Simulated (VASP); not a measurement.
Set up this calculation in VASP 6.6.1, as the native input.

```yaml
Task: single point
Functional: B3LYP
Potentials_or_basis: VASP PAW PBE potentials, release 64 (Al, N)
Cutoff: 520 eV
k_mesh: 5 × 5 × 5
Occupations: fermi-dirac, width 0.05 eV
Spin: no spin polarisation
Dipole_correction: no
Grid_for_exact_exchange_PRECFOCK: Normal
Further_INCAR_settings: ALGO = Normal; EDIFF = 1e-06; NBANDS = 11
Share_of_exact_exchange: 0.2
```

The system is AlN.

```xyz
2
Lattice="0.0000 2.1394 2.1394 2.1394 0.0000 2.1394 2.1394 2.1394 0.0000" Properties=species:S:1:pos:R:3 pbc="T T T"
Al    0.0000    0.0000    0.0000
N     1.0697    1.0697    1.0697
```

These files were run (other wordings do the same):

POSCAR

```
AlN
1.0
    0.0000000000      2.1394097525      2.1394097525
    2.1394097525      0.0000000000      2.1394097525
    2.1394097525      2.1394097525      0.0000000000
Al N
1 1
Direct
    0.0000000000      0.0000000000      0.0000000000
    0.2500000000      0.2500000000      0.2500000000
```

INCAR.step1

```
SYSTEM = AlN
PREC = Accurate
ENCUT = 520
EDIFF = 1E-5
ISMEAR = -1
SIGMA = 0.05
LREAL = .False.
LASPH = .True.
NELM = 100
ALGO = Normal
ISIF = 2
LWAVE = .True.
LCHARG = .False.
GGA = PE
NBANDS = 11
```

INCAR.step2

```
SYSTEM = AlN
PREC = Accurate
ENCUT = 520
EDIFF = 1E-6
ISMEAR = -1
SIGMA = 0.05
LREAL = .False.
LASPH = .True.
NELM = 100
ALGO = Normal
ISIF = 2
LWAVE = .False.
LCHARG = .False.
GGA = B3
LHFCALC = .True.
AEXX = 0.2
AGGAX = 0.72
AGGAC = 0.81
ALDAC = 0.19
PRECFOCK = Normal
ISTART = 1
NBANDS = 11
```

KPOINTS

```
regular mesh
0
Gamma
  5 5 5
  0 0 0
```

Potentials or basis: VASP PAW PBE potentials, release 64 (Al, N).

Command:

```console
$ cat potpaw_PBE.64/Al/POTCAR potpaw_PBE.64/N/POTCAR > POTCAR
$ cp INCAR.step1 INCAR
$ mpirun -np 1 vasp_std > vasp.out
$ cp INCAR.step2 INCAR
$ mpirun -np 1 vasp_std > vasp.out
```

Results of the run:

```json
{
 "Pressure": "18.2 GPa",
 "Band gap on the k mesh": "5.97 eV (least direct gap 6.81 eV)"
}
```

Caveat: the k points lie up to 0.51 Å⁻¹ apart; the PAW data sets were made with another functional, which shifts forces and pressure a little; an odd mesh through Γ misses points on the zone boundary, where band edges can lie.

Wall time 4.4 min on 1 thread of Intel Xeon 8259CL (shared host), peak memory 0.14 GiB.
